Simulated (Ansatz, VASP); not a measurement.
**Nb in VASP and in Ansatz**

```
Nb
1.0
     0.00000    2.05155    2.11500
     2.05155    0.00000    2.11500
     2.05155    2.05155    0.00000
Nb
1
Direct
  0.00000 0.00000 0.00000
```

Change from the starting cell: equal xx and yy strain of -3 %.

Alike in both runs: task single point; functional PBE; k mesh 13 × 13 × 13; occupations fermi-dirac, width 0.08 eV; no spin polarisation.

|  | VASP | Ansatz |
| --- | --- | --- |
| version | VASP 6.6.1 | Ansatz 0.2.0 |
| potentials or method | VASP PAW PBE potentials, release 64 (Nb_sv), cutoff 520 eV | all-electron LAPW, scalar-relativistic |

Ansatz gave:

```
pressure (GPa)                                                : 9.6
traceless stress, the component that is largest in VASP (GPa) : 5.86
```

Problem. Which values does VASP return?

Solution. Pressure (GPa): 9.2; traceless stress, the component that is largest in VASP (GPa): 5.82.

Ansatz ran all-electron here, and VASP with PAW potentials.
